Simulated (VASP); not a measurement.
SnTe3: relaxation of cell and atoms with PBE

SnTe3:

```
Sn Te
1.0
    -2.63142    3.70017    3.71189
     2.63142   -3.70017    3.71189
     2.63142    3.70017   -3.71189
Sn Te
1 3
Direct
  0.50000 0.50000 0.00000
  0.00000 0.00000 0.00000
  0.67895 0.00000 0.67895
  0.32105 0.00000 0.32105
```

The cell was generated, and may not be a known phase.

```json
{"Program": "VASP 6.6.1", "Task": "relaxation of cell and atoms", "Functional": "PBE", "Potentials or basis": "VASP PAW PBE potentials, release 64 (Sn_d, Te)", "Cutoff": "600 eV", "k mesh": "4 × 4 × 4", "Occupations": "gaussian, width 0.1 eV", "Spin": "no spin polarisation", "Dipole correction": "no", "Further INCAR settings": "ALGO = Normal; EDIFF = 1e-06; IBRION = 2; EDIFFG = -0.04; NSW = 90; ISIF = 3"}
```

```json
{
 "Relaxed volume": "36.95 Å³/atom",
 "Relaxed cell": "a = 6.078 Å, b = 6.078 Å, c = 6.078 Å, α = 127.88°, β = 83.87°, γ = 119.51°",
 "Space group after relaxing (to 0.1 Å)": "Immm (No. 71)",
 "Energy gained by relaxing": "1072.3 meV/atom",
 "Ionic steps": "18",
 "Pressure after relaxing": "0.0 GPa",
 "Band gap on the k mesh": "zero (bands 16 and 17 overlap by 1.67 eV)"
}
```

Forces in eV/Å, atoms in the order of the input:
```
Sn   0.000  0.000  0.000
Te   0.000  0.000  0.000
Te   0.000 -0.003  0.000
Te   0.000  0.003  0.000
```

Stress tensor (GPa, compression positive):
```
-0.02  0.00  0.00
 0.00 -0.15  0.00
 0.00  0.00  0.07
```

The path:
```csv
step,energy change (eV),largest force (eV/Å),pressure (GPa),volume (Å³)
1,0.0000,3.7042,18.21,144.57
2,-1.7580,0.7962,-4.66,232.77
3,-3.7775,0.6604,-2.10,181.29
4,-3.8037,0.7155,-1.66,179.21
5,-3.8166,0.7788,-1.01,176.45
6,-3.8160,0.7653,-1.19,177.10
7,-3.9795,0.4135,-1.46,170.99
8,-4.2169,0.0710,-1.47,157.81
9,-3.5151,0.1722,4.82,130.85
10,-4.2352,0.1559,-1.33,155.20
11,-4.2437,0.2075,-1.19,152.73
12,-4.2432,0.3819,1.57,142.36
13,-4.2695,0.2888,0.08,147.41
14,-4.2796,0.1993,0.11,147.12
15,-4.2880,0.0154,0.22,146.58
16,-4.2880,0.0007,0.24,146.54
17,-4.2889,0.0034,-0.17,148.49
18,-4.2893,0.0028,-0.03,147.82
```

Final structure:
```xyz
4
Lattice="-2.6699 4.5213 3.0613 2.6699 -4.5213 3.0613 2.6699 4.5213 -3.0613" Properties=species:S:1:pos:R:3 pbc="T T T"
Sn    0.0000    0.0000    3.0613
Te    0.0000    0.0000    0.0000
Te    0.0000    6.0763    0.0000
Te    0.0000    2.9664    0.0000
```

Levels at points of the mesh, in eV from the Fermi level:
```tsv
k point	band 14	band 15	band 16	band 17	band 18	band 19
(0.00, 0.00, 0.00)	-1.55	-1.54	-0.89	-0.68	1.36	4.53
(0.50, 0.00, 0.00)	-0.61	-0.05	0.38	0.46	1.37	1.58
(0.00, 0.50, 0.00)	-1.06	-0.04	0.25	1.26	1.55	3.14
(0.50, 0.50, 0.00)	-0.80	-0.21	0.28	1.20	1.29	3.59
(0.50, 0.50, 0.50)	-0.51	-0.39	-0.08	0.48	1.23	3.93
```

Run time: 27 min on 1 thread of Intel Xeon 8259CL, with other jobs on the host, peak memory 0.38 GiB.

Caveat: the k points lie up to 0.34 Å⁻¹ apart in the final cell, too coarse for converged energies and pressures of a metal; spin-orbit coupling is left out, which moves the levels of the heavy elements.
